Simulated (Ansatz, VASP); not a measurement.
MnO2 in VASP and in Ansatz

```
Mn O
1.0
     4.45723    0.00000    0.00000
     0.00000    4.45723    0.00000
     0.00000    0.00000    2.94282
Mn O
2 4
Direct
  0.00000 0.00000 0.00000
  0.50000 0.50000 0.50000
  0.30608 0.30608 0.00000
  0.19392 0.80608 0.50000
  0.69392 0.69392 0.00000
  0.80608 0.19392 0.50000
```

Alike in both runs: functional PBE; k mesh 4 × 4 × 8; occupations gaussian, width 0.1 eV; collinear spin; Hubbard terms Mn d U = 3.9 eV.

Ansatz relaxed the structure, and its values are those at the end. VASP's run is a single point on that final structure, the one shown.

|  | VASP | Ansatz |
| --- | --- | --- |
| version | VASP 6.6.1 | Ansatz 0.2.0 |
| potentials or method | VASP PAW PBE potentials, release 64 (Mn_sv, O), cutoff 600 eV | scalar-relativistic, plane waves, PAW |
| valence electrons in the cell | 54 | 54 |

```tsv
	VASP	Ansatz	Ansatz less VASP
gap on the k mesh at the Fermi level (eV)	none	none	-
pressure (GPa)	-3.6	0.1	+3.70
rms of the force components (eV/Å)	0.012	0.001	-0.0108
net moment per atom (μB)	1.01	1.01	+0.003
size of the moment on the site where the two differ most (μB)	2.98	2.78	-0.201
```

Site moments also hang on the region over which each program counts them. The programs project onto different local orbitals, so the same U acts differently, and such runs can settle in different states. A gap of «none» marks a metal or a gap that the smearing closes. Ansatz's warnings: filled band counts differ across k points.
